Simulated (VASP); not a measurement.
# C (P6_3/mmc) in VASP: a series of runs, part 2 of 2

VASP 6.6.1. The steps go on from the part before.

## 3. Single point, PBEsol (biaxial strain in the a-b plane: +3.0 %, then relaxed in part)

File INCAR:

```
  ALGO = Normal
  EDIFF = 1E-7
  ENCUT = 520
  GGA = PS
  ISIF = 2
  ISMEAR = 0
  LASPH = True
  LCHARG = True
  LELF = True
  LREAL = False
  LVHAR = True
  LWAVE = False
  NBANDS = 16
  NELM = 80
  PREC = Accurate
  SIGMA = 0.1
```

File KPOINTS:

```
k-points
0
Gamma
  24 24 8
```

File POSCAR:

```
C
1.0
    2.5326660836      0.0000000000      0.0000000000
   -1.2663330418      2.1933531677      0.0000000000
    0.0000000000      0.0000000000      7.3150866964
C
4
Direct
    0.0000000000      0.0000000000      0.2500000000
    0.0000000000      0.0000000000      0.7500000000
    0.3333333333      0.6666666667      0.2500000000
    0.6666666667      0.3333333333      0.7500000000
```

Potentials or basis: VASP PAW PBE potentials, release 64 (C).

Started as:

```
$ cat potpaw_PBE.64/C/POTCAR > POTCAR
$ mpirun -np 1 vasp_std > vasp.out
```

OUTCAR:

```text
EDIFF = 1E-7
   ENCUT = 520
   GGA = PS
   ISIF = 2
   ISMEAR = 0
   LASPH = True
   LREAL = False
   NELM = 80
   PREC = Accurate

 ion  position               nearest neighbor table
   1  0.000  0.000  0.250-   3 1.46   3 1.46   3 1.46
   2  0.000  0.000  0.750-   4 1.46   4 1.46   4 1.46
   3  0.333  0.667  0.250-   1 1.46   1 1.46   1 1.46
   4  0.667  0.333  0.750-   2 1.46   2 1.46   2 1.46

  LATTYP: Found a hexagonal cell.
 ALAT       =     2.5326660836
 C/A-ratio  =     2.8882949646

  Lattice vectors:

 A1 = (   2.5326660836,   0.0000000000,   0.0000000000)
 A2 = (  -1.2663330418,   2.1933531677,   0.0000000000)
 A3 = (   0.0000000000,   0.0000000000,   7.3150866964)

Analysis of symmetry for initial positions (statically):
=====================================================================
 Subroutine PRICEL returns:
 Original cell was already a primitive cell.

 Routine SETGRP: Setting up the symmetry group for a
 hexagonal supercell.

 Subroutine GETGRP returns: Found 24 space group operations
 (whereof 12 operations were pure point group operations)
 out of a pool of 24 trial point group operations.

The static configuration has the point symmetry D_3d.
 The point group associated with its full space group is D_6h.

Analysis of symmetry for dynamics (positions and initial velocities):
=====================================================================
 Subroutine PRICEL returns:
 Original cell was already a primitive cell.

 Routine SETGRP: Setting up the symmetry group for a
 hexagonal supercell.

 Subroutine GETGRP returns: Found 24 space group operations
 (whereof 12 operations were pure point group operations)
[... 123 lines left out ...]
   EFERMI_NEDOS =   21; number of points for ismear=-14 and -15
   IALGO  =     38    algorithm
   IMIX   =      4    mixing-type and parameters
     AMIX     =   0.40;   BMIX     =  1.00
     AMIX_MAG =   1.60;   BMIX_MAG =  1.00
  volume/ion in A,a.u.               =      10.16        68.56
  Fermi-wavevector in a.u.,A,eV,Ry     =   1.199903  2.267488 19.589225  1.439767
  Thomas-Fermi vector in A             =   2.335753
   LORBIT       =      0    0 simple, 1 ext, 2 COOP (PROOUT), +10 PAW based schemes
   GGA     = PS    functional components
   LHFCALC =     F    Hartree Fock is set to
   AEXX    =    0.0000 exact exchange contribution
   IVDW    =     0    specifies the selected vdW correction
   LEPSILON=     F    determine dielectric tensor
   LRPA    =     F    only Hartree local field effects (RPA)
 non-spin polarized calculation
 Gauss-broadening in eV      SIGMA  =   0.10
  energy-cutoff  :      520.00
  volume of cell :       40.64
 maximum number of plane-waves:      1119
 NGX is ok and might be reduce to    20
   NGX =  9   NGY =  9   NGZ = 27

 number of electron      16.0000001 magnetization

 Free energy of the ion-electron system (eV)
  ---------------------------------------------------
  ext. energy  EPLUGINS =         0.00000000
  ---------------------------------------------------
  free energy    TOTEN  =       -38.36417320 eV

  energy without entropy =      -38.36372593  energy(sigma->0) =      -38.36394957

 E-fermi :   3.4207     XC(G=0):  -9.7869

 val. band max:        3.4176782781   @ k =   0.3333   0.3333   0.5000
 cond. band min:       3.4211320503   @ k =   0.3333   0.3333   0.2500
 fundamental gap:      0.0034537722
 Fermi energy:         3.4207474248

 k-point     1 :       0.0000    0.0000    0.0000
  band No.  band energies     occupation
      1     -15.4943      2.00000
      2     -15.3341      2.00000
      3      -4.3193      2.00000
      4      -3.0023      2.00000
      5       0.4039      2.00000
      6       0.4039      2.00000
[... 433 lines left out ...]
      3      -9.1586      2.00000
      4      -9.0904      2.00000
      5      -2.8809      2.00000
      6      -2.8517      2.00000
[... 8 lines left out ...]
     15      16.2763      0.00000
     16      17.3405      0.00000

 [... further k-points ...]

------------------------ aborting loop because EDIFF is reached ----------------------------------------

  FORCE on cell =-STRESS in cart. coord.  units (eV):
  Direction    XX          YY          ZZ          XY          YZ          ZX
  --------------------------------------------------------------------------------------
  -------------------------------------------------------------------------------------
  Total       -7.4257256     -7.4257256     -0.0129478     -0.0000000     -0.0000000      0.0000000
  in kB     -292.7814129   -292.7814129     -0.5105055     -0.0000000     -0.0000000      0.0000000
  external PRESSURE =    -195.3577771 kB  Pullay stress =       0.0000000 kB

 VOLUME and BASIS-vectors are now :
 -----------------------------------------------------------------------------
  energy-cutoff  :      520.00
  volume of cell :       40.64
      direct lattice vectors                 reciprocal lattice vectors
     2.532666084  0.000000000  0.000000000     0.394840838  0.227961464  0.000000000
    -1.266333042  2.193353168  0.000000000     0.000000000  0.455922929  0.000000000
     0.000000000  0.000000000  7.315086696     0.000000000  0.000000000  0.136703780

 POSITION                                       TOTAL-FORCE (eV/Angst)
 -----------------------------------------------------------------------------------
      0.00000      0.00000      1.82877         0.000000     -0.000000     -0.000000
      0.00000      0.00000      5.48632        -0.000000      0.000000     -0.000000
     -0.00000      1.46224      1.82877         0.000000      0.000000      0.000000
      1.26633      0.73112      5.48632        -0.000000      0.000000     -0.000000
 -----------------------------------------------------------------------------------
    total drift:                               -0.000000      0.000000      0.000000

  FREE ENERGIE OF THE ION-ELECTRON SYSTEM (eV)
  ---------------------------------------------------
  free  energy   TOTEN  =       -38.3641732049 eV

  energy  without entropy=      -38.3637259277  energy(sigma->0) =      -38.36394957
```

Wall time 2.4 min (1 thread of Intel Xeon Platinum 8259CL at 2.50GHz (Skylake/Cascade Lake), shared host); peak memory 0.26 GiB.

What came out:

```yaml
Free_energy: -38.3642 eV
Pressure: -19.5 GPa
Band_gap_on_the_k_mesh: zero (band 8 reaches 3.43 eV, above the bottom of band 9 at 3.41 eV)
```

Stress tensor (GPa, compression positive):
```
-29.28   0.00   0.00
  0.00 -29.28   0.00
  0.00   0.00  -0.05
```

Caveat: the cell differs from its parent crystal (biaxial strain in the a-b plane: +3.0 %, then relaxed in part); the PAW data sets were made with another functional, which shifts forces and pressure a little; this functional lacks dispersion, which binds the layers, so the pressure and a relaxed spacing across them are unreliable.
